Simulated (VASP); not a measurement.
The system is TiO2.

```
Ti O
1.0
     3.82735    0.00000    0.00000
    -0.00088    3.82735    0.00000
    -1.86197   -1.86240    4.79664
Ti O
2 4
Direct
  0.13411 0.86589 0.25000
  0.86589 0.13411 0.75000
  0.33122 0.08876 0.66715
  0.66878 0.91124 0.33285
  0.91124 0.66878 0.83285
  0.08876 0.33122 0.16715
```

Base run:

* Program: VASP 6.6.1
* Functional: LDA
* Potentials or basis: VASP PAW LDA potentials, release 64 (Ti_sv, O)
* Cutoff: 520 eV
* k mesh: 6 × 6 × 6
* Occupations: fermi-dirac, width 0.05 eV
* Spin: no spin polarisation

Its results: band gap on the k mesh 1.95 eV, indirect (least direct gap 2.30 eV); pressure -11.9 GPa; largest force 0.314 eV/Å.

Question: The run is repeated on the same cell with these changes: functional from LDA to r2SCAN; potentials or basis from VASP PAW LDA potentials, release 64 (Ti_sv, O) to VASP PAW PBE potentials, release 64 (Ti_sv, O). What comes out?

Answer: Band gap on the k mesh 2.46 eV, indirect (least direct gap 2.82 eV); pressure -5.2 GPa; largest force 0.199 eV/Å.

Caveats: the PAW data sets were made with another functional, which shifts forces and pressure a little (some runs).

A k mesh can miss the band edges.
